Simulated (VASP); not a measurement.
# GaAs in VASP: single point with PBE

Aim: the single point of GaAs with PBE.

Everything below comes from runs of VASP 6.6.1. Logs are shortened: lines on timing, memory, paths and dates and some standing lists are left out, and cuts for length are marked.

## (1) The cell of the first run

The cell holds a slab with vacuum, 16 atoms: a = 8.125 Å, b = 5.745 Å, c = 22.094 Å, α = 90.00°, β = 90.00°, γ = 90.00°.

## (2) Single point, PBE

File INCAR:

```
SYSTEM = GaAs
PREC     = Accurate       ! precision mode
ENCUT    = 520            ! plane-wave cutoff, eV
EDIFF    = 1E-7           ! SCF threshold, eV
ISMEAR   = 0              ! smearing method
SIGMA    = 0.05           ! smearing width, eV
LREAL    = Auto         
LASPH    = .TRUE.         ! aspherical terms in the spheres
NELM     = 60             ! most SCF steps
ALGO     = Normal         ! electronic algorithm
ISIF     = 2              ! what is computed and relaxed
LWAVE    = .FALSE.        ! write WAVECAR
LCHARG   = .FALSE.        ! write CHGCAR
LDIPOL   = .TRUE.       
IDIPOL   = 3            
DIPOL    = 0.5 0.5 0.500
GGA      = PE             ! functional
NBANDS   = 86             ! bands
```

File KPOINTS:

```
Automatic mesh
0
G
  2 3 1
  0 0 0
```

File POSCAR:

```
GaAs
1.0
    8.1252007246      0.0000000000      0.0000000000
    0.0000000000      5.7453845309      0.0000000000
    0.0000000000      0.0000000000     22.0939005435
Ga As
8 8
Direct
    0.2500000000      0.5000000000      0.3620908850
    0.7500000000      0.5000000000      0.3620908850
    0.5000000000      0.0000000000      0.4540302950
    0.0000000000      0.0000000000      0.4540302950
    0.7500000000      0.5053676566      0.5516131921
    0.2500000000      0.5053676566      0.5516131921
    0.0000000000     -0.0593483955      0.6195463055
    0.5000000000     -0.0593483955      0.6195463055
    0.5000000000      0.2500000000      0.3620908850
    0.0000000000      0.2500000000      0.3620908850
    0.7500000000      0.7500000000      0.4540302950
    0.2500000000      0.7500000000      0.4540302950
    0.0000000000      0.2576414539      0.5461274688
    0.5000000000      0.2576414539      0.5461274688
    0.2500000000      0.7281210979      0.6486389866
    0.7500000000      0.7281210979      0.6486389866
```

Potentials or basis: VASP PAW PBE potentials, release 64 (Ga_d, As).

Command:

```
> cat potpaw_PBE.64/Ga_d/POTCAR potpaw_PBE.64/As/POTCAR > POTCAR
> mpirun -np 1 vasp_std > vasp.out
```

OUTCAR:

```text
SYSTEM = GaAs
   PREC = Accurate
   ENCUT = 520
   EDIFF = 1E-7
   ISMEAR = 0
   LREAL = Auto
   LASPH = .TRUE.
   NELM = 60
   ISIF = 2
   GGA = PE

 ion  position               nearest neighbor table
   1  0.250  0.500  0.362-  12 2.49  10 2.49   9 2.49
   2  0.750  0.500  0.362-  11 2.49  10 2.49   9 2.49
   3  0.500  0.000  0.454-   9 2.49  11 2.49  12 2.49  14 2.52
   4  0.000  0.000  0.454-  10 2.49  11 2.49  12 2.49  13 2.52
   5  0.750  0.505  0.552-  13 2.48  14 2.48  16 2.50  11 2.57
   6  0.250  0.505  0.552-  13 2.48  14 2.48  15 2.50  12 2.57
   7  0.000  0.941  0.620-  13 2.44  15 2.46  16 2.46
   8  0.500  0.941  0.620-  14 2.44  15 2.46  16 2.46
   9  0.500  0.250  0.362-   3 2.49   2 2.49   1 2.49
  10  0.000  0.250  0.362-   4 2.49   2 2.49   1 2.49
  11  0.750  0.750  0.454-   2 2.49   3 2.49   4 2.49   5 2.57
  12  0.250  0.750  0.454-   1 2.49   3 2.49   4 2.49   6 2.57
  13  0.000  0.258  0.546-   7 2.44   6 2.48   5 2.48   4 2.52
  14  0.500  0.258  0.546-   8 2.44   6 2.48   5 2.48   3 2.52
  15  0.250  0.728  0.649-   7 2.46   8 2.46   6 2.50
  16  0.750  0.728  0.649-   7 2.46   8 2.46   5 2.50

  LATTYP: Found a simple orthorhombic cell.
 ALAT       =     5.7453845309
 B/A-ratio  =     1.4142135624
 C/A-ratio  =     3.8455042347

  Lattice vectors:

 A1 = (   0.0000000000,  -5.7453845309,   0.0000000000)
 A2 = (   8.1252007246,   0.0000000000,   0.0000000000)
 A3 = (   0.0000000000,   0.0000000000,  22.0939005435)

Analysis of symmetry for initial positions (statically):
=====================================================================
 Subroutine PRICEL returns following result:

  LATTYP: Found a simple orthorhombic cell.
 ALAT       =     4.0626003623
 B/A-ratio  =     1.4142135624
 C/A-ratio  =     5.4383642429

  Lattice vectors:

 A1 = (   4.0626003623,   0.0000000000,   0.0000000000)
 A2 = (   0.0000000000,   5.7453845309,   0.0000000000)
 A3 = (   0.0000000000,   0.0000000000,  22.0939005435)

   2 primitive cells build up your supercell.

 Routine SETGRP: Setting up the symmetry group for a
 simple orthorhombic supercell.

 Subroutine GETGRP returns: Found  2 space group operations
 (whereof  2 operations were pure point group operations)
 out of a pool of  8 trial point group operations.

The static configuration has the point symmetry C_1h.

Analysis of symmetry for dynamics (positions and initial velocities):
=====================================================================
 Subroutine PRICEL returns following result:

  LATTYP: Found a simple orthorhombic cell.
 ALAT       =     4.0626003623
 B/A-ratio  =     1.4142135624
 C/A-ratio  =     5.4383642429

  Lattice vectors:

 A1 = (   4.0626003623,   0.0000000000,   0.0000000000)
 A2 = (   0.0000000000,   5.7453845309,   0.0000000000)
 A3 = (   0.0000000000,   0.0000000000,  22.0939005435)

   2 primitive cells build up your supercell.

 Routine SETGRP: Setting up the symmetry group for a
 simple orthorhombic supercell.

 Subroutine GETGRP returns: Found  2 space group operations
 (whereof  2 operations were pure point group operations)
 out of a pool of  8 trial point group operations.

The dynamic configuration has the point symmetry C_1h.

 Subroutine INISYM returns: Found  2 space group operations
 (whereof  2 operations are pure point group operations),
 and found     2 'primitive' translations

----------------------------------------------------------------------------------------

                                     Primitive cell

  volume of cell :     515.6982

  direct lattice vectors                    reciprocal lattice vectors
     4.062600362  0.000000000  0.000000000     0.246147765  0.000000000  0.000000000
     0.000000000  5.745384531  0.000000000     0.000000000  0.174052754  0.000000000
     0.000000000  0.000000000 22.093900543     0.000000000  0.000000000  0.045261361

  length of vectors
     4.062600362  5.745384531 22.093900543     0.246147765  0.174052754  0.045261361

  position of ions in fractional coordinates (direct lattice)
     0.500000000  0.500000000  0.362090885
     1.000000000  0.000000000  0.454030295
     0.500000000  0.505367657  0.551613192
     0.000000000  0.940651604  0.619546306
     1.000000000  0.250000000  0.362090885
     0.500000000  0.750000000  0.454030295
     0.000000000  0.257641454  0.546127469
     0.500000000  0.728121098  0.648638987

  ion indices of the primitive-cell ions
   primitive index   ion index
                 1           1
                 2           3
                 3           6
                 4           7
                 5           9
                 6          12
                 7          13
                 8          15

----------------------------------------------------------------------------------------

 KPOINTS: Automatic mesh

Automatic generation of k-mesh.
 Grid dimensions read from file:
 generate k-points for:    2    3    1

 Generating k-lattice:

  Cartesian coordinates                     Fractional coordinates (reciprocal lattice)
     0.061536941  0.000000000  0.000000000     0.500000000  0.000000000  0.000000000
     0.000000000  0.058017585  0.000000000     0.000000000  0.333333333  0.000000000
     0.000000000  0.000000000  0.045261361     0.000000000  0.000000000  1.000000000

  Length of vectors
     0.061536941  0.058017585  0.045261361

  Shift w.r.t. Gamma in fractional coordinates (k-lattice)
     0.000000000  0.000000000  0.000000000

 Subroutine IBZKPT returns following result:
 ===========================================

 Found      4 irreducible k-points:

 Following reciprocal coordinates:
            Coordinates               Weight
  0.000000  0.000000  0.000000      1.000000
  0.500000  0.000000  0.000000      1.000000
  0.000000  0.333333  0.000000      2.000000
  0.500000  0.333333  0.000000      2.000000
   k-points           NKPTS =      4   k-points in BZ     NKDIM =      4   number of bands    NBANDS=     86
   number of dos      NEDOS =    301   number of ions     NIONS =     16
   total plane-waves  NPLWV = 483840
   dimension x,y,z NGX =    60 NGY =   48 NGZ =  168
   dimension x,y,z NGXF=   120 NGYF=   96 NGZF=  336
   ions per type =               8   8
   NGX,Y,Z   is equivalent  to a cutoff of  12.28, 13.89, 12.64 a.u.
   NGXF,Y,Z  is equivalent  to a cutoff of  24.55, 27.78, 25.28 a.u.
 SYSTEM =  GaAs
   PREC   = accura    normal or accurate (medium, high low for compatibility)
   ISTART =      0    job   : 0-new  1-cont  2-samecut
   ICHARG =      2    charge: 1-file 2-atom 10-const
   ISPIN  =      1    spin polarized calculation?
   LNONCOLLINEAR =      F non collinear calculations
   LSORBIT =      F    spin-orbit coupling
   LASPH  =      T    aspherical Exc in radial PAW
   ENCUT  =  520.0 eV  38.22 Ry    6.18 a.u.  15.11 10.68 41.08*2*pi/ulx,y,z
   NELM   =     60;   NELMIN=  2; NELMDL= -5     # of ELM steps
   EDIFF  = 0.1E-06   stopping-criterion for ELM
   LREAL  =      T    real-space projection
   EDIFFG = 0.1E-05   stopping-criterion for IOM
   NSW    =      0    number of steps for IOM
   IBRION =     -1    ionic relax: 0-MD 1-quasi-New 2-CG
   NFREE  =      0    steps in history (QN), initial steepest desc. (CG)
   ISIF   =      2    stress and relaxation
   ISYM   =      2    0-nonsym 1-usesym 2-fastsym
   POTIM  = 0.5000    time-step for ionic-motion
   TEBEG  =    0.0;   TEEND  =   0.0 temperature during run
   PSTRESS=    0.0 pullay stress
   NELECT =     144.0000    total number of electrons
   NUPDOWN=      -1.0000    fix difference up-down
   EMIN   =  10.00;   EMAX   =-10.00  energy-range for DOS
   EFERMI =   0.00;   METHOD = LEGACY
   ISMEAR =     0;   SIGMA  =   0.05  broadening in eV -4-tet -1-fermi 0-gaus
   EFERMI_NEDOS =   21; number of points for ismear=-14 and -15
   IALGO  =     38    algorithm
   IMIX   =      4    mixing-type and parameters
     AMIX     =   0.40;   BMIX     =  1.00
     AMIX_MAG =   1.60;   BMIX_MAG =  1.00
  volume/ion in A,a.u.               =      64.46       435.01
  Fermi-wavevector in a.u.,A,eV,Ry     =   0.849286  1.604917  9.813694  0.721286
  Thomas-Fermi vector in A             =   1.965083
   LORBIT       =      0    0 simple, 1 ext, 2 COOP (PROOUT), +10 PAW based schemes
   GGA     = PE    functional components
   LHFCALC =     F    Hartree Fock is set to
   AEXX    =    0.0000 exact exchange contribution
   IVDW    =     0    specifies the selected vdW correction
   LEPSILON=     F    determine dielectric tensor
   LRPA    =     F    only Hartree local field effects (RPA)
 non-spin polarized calculation
 Gauss-broadening in eV      SIGMA  =   0.05
  energy-cutoff  :      520.00
  volume of cell :     1031.40
 maximum number of plane-waves:     27770
   NGX = 31   NGY = 21   NGZ = 83

 dipolmoment           0.000000      0.000000     -0.000524 electrons x Angstroem

 number of electron     144.0000107 magnetization

 dipolmoment           0.000000      0.000000      0.004303 electrons x Angstroem

 Free energy of the ion-electron system (eV)
  ---------------------------------------------------
  ext. energy  EPLUGINS =         0.00000000
  ---------------------------------------------------
  free energy    TOTEN  =       -61.33955143 eV

  energy without entropy =      -61.33955143  energy(sigma->0) =      -61.33955143

 E-fermi :  -1.5324     XC(G=0):  -4.1153

 val. band max:       -1.8131380693   @ k =   0.0000   0.0000   0.0000
 cond. band min:      -1.1727707263   @ k =   0.0000   0.0000   0.0000
 fundamental gap:      0.6403673431
 Fermi energy:        -1.5323522724

 k-point     1 :       0.0000    0.0000    0.0000
  band No.  band energies     occupation
      1     -16.6953      2.00000
      2     -16.6843      2.00000
      3     -16.6221      2.00000
      4     -16.6153      2.00000
      5     -16.6129      2.00000
      6     -16.6115      2.00000
[... 337 lines left out ...]
     83       2.2863      0.00000
     84       2.2863      0.00000
 [bands above 84 left out]

------------------------ aborting loop because EDIFF is reached ----------------------------------------

 vacuum level on the upper side and lower side of the slab       (xc-potential included)        -0.015        -0.020

  FORCE on cell =-STRESS in cart. coord.  units (eV):
  Direction    XX          YY          ZZ          XY          YZ          ZX
  --------------------------------------------------------------------------------------
  -------------------------------------------------------------------------------------
  Total       -1.6065444     -2.6628038      0.5875961      0.0000000      2.8872363      0.0000000
  in kB       -2.4956158     -4.1364155      0.9127754      0.0000000      4.4850504      0.0000000
  external PRESSURE =      -1.9064186 kB  Pullay stress =       0.0000000 kB

 VOLUME and BASIS-vectors are now :
 -----------------------------------------------------------------------------
  energy-cutoff  :      520.00
  volume of cell :     1031.40
      direct lattice vectors                 reciprocal lattice vectors
     8.125200725  0.000000000  0.000000000     0.123073883  0.000000000  0.000000000
     0.000000000  5.745384531  0.000000000     0.000000000  0.174052754  0.000000000
     0.000000000  0.000000000 22.093900543     0.000000000  0.000000000  0.045261361

 POSITION                                       TOTAL-FORCE (eV/Angst)
 -----------------------------------------------------------------------------------
      2.03130      2.87269      8.00000         0.000000     -0.977039      1.258828
      6.09390      2.87269      8.00000         0.000000     -0.977039      1.258828
      4.06260      0.00000     10.03130        -0.000000      0.339170      0.210531
      0.00000      0.00000     10.03130        -0.000000      0.339170      0.210531
      6.09390      2.90353     12.18729         0.000000     -0.017128      0.003113
      2.03130      2.90353     12.18729         0.000000     -0.017128      0.003113
[... 8 lines left out ...]
      2.03130      4.18334     14.33097         0.000000     -0.024058      0.032925
      6.09390      4.18334     14.33097         0.000000     -0.024058      0.032925
 -----------------------------------------------------------------------------------
    total drift:                                0.000000     -0.019719     -0.042359

  FREE ENERGIE OF THE ION-ELECTRON SYSTEM (eV)
  ---------------------------------------------------
  free  energy   TOTEN  =       -61.3395514335 eV

  energy  without entropy=      -61.3395514335  energy(sigma->0) =      -61.33955143

 vacuum level on the upper side and lower side of the slab         3.010         3.004
```

Wall time 18 min (1 thread of Intel Xeon Platinum 8259CL at 2.50GHz (Skylake/Cascade Lake), shared host); peak memory 0.98 GiB.

Results:

```yaml
Free_energy: -61.3396 eV
Largest_force: 1.594 eV/Å
Band_gap_on_the_k_mesh: 0.64 eV
```

Forces in eV/Å, atoms in the order of the input:
```
Ga   0.000 -0.977  1.259
Ga   0.000 -0.977  1.259
Ga   0.000  0.339  0.211
Ga   0.000  0.339  0.211
Ga   0.000 -0.017  0.003
Ga   0.000 -0.017  0.003
Ga   0.000  0.013  0.004
Ga   0.000  0.013  0.004
As   0.000  0.236 -1.313
As   0.000  0.236 -1.313
As   0.000  0.430 -0.213
As   0.000  0.430 -0.213
As   0.000  0.001  0.017
As   0.000  0.001  0.017
As   0.000 -0.024  0.033
As   0.000 -0.024  0.033
```

Levels at points of the mesh, in eV from the valence-band top:
```tsv
k point	band 68	band 69	band 70	band 71	band 72	band 73	band 74	band 75	band 76	band 77
(0.00, 0.00, 0.00)	-1.03	-0.47	-0.33	-0.24	0.00	0.64	0.75	1.17	1.69	1.91
(0.50, 0.00, 0.00)	-1.45	-0.90	-0.90	-0.23	-0.23	0.88	0.88	1.96	1.96	2.57
```

Caveat: semilocal functionals underestimate gaps, and a narrow one can read as zero.
